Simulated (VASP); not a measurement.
Co:

```
Co
1.0
     0.00000    3.06127    3.06127
     3.06127    0.00000    3.06127
     3.06127    3.06127    0.00000
Co
2
Cartesian
  0.0000 0.0000 0.0000
  1.5306 1.5306 1.5306
```

| Quantity | Value |
| --- | --- |
| Program | VASP 6.6.1 |
| Task | relaxation of cell and atoms |
| Functional | PBEsol |
| Potentials or basis | VASP PAW PBE potentials, release 64 (Co) |
| Cutoff | 600 eV |
| k mesh | 6 × 6 × 6 |
| Occupations | gaussian, width 0.1 eV |
| Spin | collinear spin, ferromagnetic start |
| Starting moments | [2.28, 2.28] μB |

At the start: pressure -16.4 GPa; volume 28.69 Å³/atom.

Task: How do energy, volume and symmetry change on relaxing?

Result: Over 6 steps the energy falls by 1252.1 meV/atom and the volume is 15.40 Å³/atom (-46.3 %); space group Fd-3m (No. 227, to 0.05 Å); moment 3.30 μB per cell.

Step by step:
| step | energy change (eV) | largest force (eV/Å) | pressure (GPa) | volume (Å³) |
| --- | --- | --- | --- | --- |
| 1 | 0.0000 | 0.0000 | -16.42 | 57.38 |
| 2 | -2.2394 | 0.0000 | -13.07 | 36.26 |
| 3 | -2.5039 | 0.0000 | -0.62 | 30.97 |
| 4 | -2.5034 | 0.0000 | 1.04 | 30.55 |
| 5 | -2.5036 | 0.0000 | -0.84 | 31.01 |
| 6 | -2.5042 | 0.0000 | 0.04 | 30.79 |

Final structure:
```yaml
crystal:
  lattice:
    - [0.00000, 2.48773, 2.48773]
    - [2.48773, 0.00000, 2.48773]
    - [2.48773, 2.48773, 0.00000]
  atoms:
    - { symbol: Co, position: [0.00000, 0.00000, 0.00000] }
    - { symbol: Co, position: [0.25000, 0.25000, 0.25000] }
```

Caveat: the volume moved by over 15 % at a fixed basis, so the end points are rough; the PAW data sets were made with another functional, which shifts forces and pressure a little.
